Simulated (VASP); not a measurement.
Here is a VASP 6.6.1 calculation.

The input INCAR:

```
SYSTEM = Os3C
  PREC = Accurate
  ENCUT = 600
  EDIFF = 1E-6
  ISMEAR = 0
  SIGMA = 0.1
  LREAL = .FALSE.
  LASPH = .TRUE.
  NELM = 80
  ALGO = Normal
  ISIF = 3
  LWAVE = .FALSE.
  LCHARG = .FALSE.
  GGA = PE
  IBRION = 2
  NSW = 100
  EDIFFG = -0.01
```

Contents of KPOINTS:

```
Automatic mesh
0
G
  12 12 12
  0 0 0
```

Contents of POSCAR:

```
Os3C
1.0
    3.7602583582      0.0000000000      0.0000000000
    0.0000000000      3.7602583582      0.0000000000
    0.0000000000      0.0000000000      3.7602583582
Os C
3 1
Direct
    0.0000000000      0.5000000000      0.5000000000
    0.5000000000      0.0000000000      0.5000000000
    0.5000000000      0.5000000000      0.0000000000
    0.0000000000      0.0000000000      0.0000000000
```

Potentials or basis: VASP PAW PBE potentials, release 64 (Os, C).

Command:

```console
$ cat potpaw_PBE.64/Os/POTCAR potpaw_PBE.64/C/POTCAR > POTCAR
$ mpirun -np 1 vasp_std > vasp.out
```

What does it give for the relaxed cell?

a = 3.762 Å, b = 3.762 Å, c = 3.762 Å, α = 90.00°, β = 90.00°, γ = 90.00°.

What does it give for the space group after relaxing (to 0.1 Å)?

Pm-3m (No. 221).

Predict the band gap on the k mesh.

zero (bands 14 and 15 overlap by 1.01 eV).

Final structure:
```yaml
crystal:
  lattice:
    - [3.76184, 0.00000, 0.00000]
    - [0.00000, 3.76184, 0.00000]
    - [0.00000, 0.00000, 3.76184]
  atoms:
    - { symbol: Os, position: [0.00000, 0.50000, 0.50000] }
    - { symbol: Os, position: [0.50000, 0.00000, 0.50000] }
    - { symbol: Os, position: [0.50000, 0.50000, 0.00000] }
    - { symbol: C, position: [0.00000, 0.00000, 0.00000] }
```

Caveat: spin-orbit coupling is left out, which moves the levels of the heavy elements.
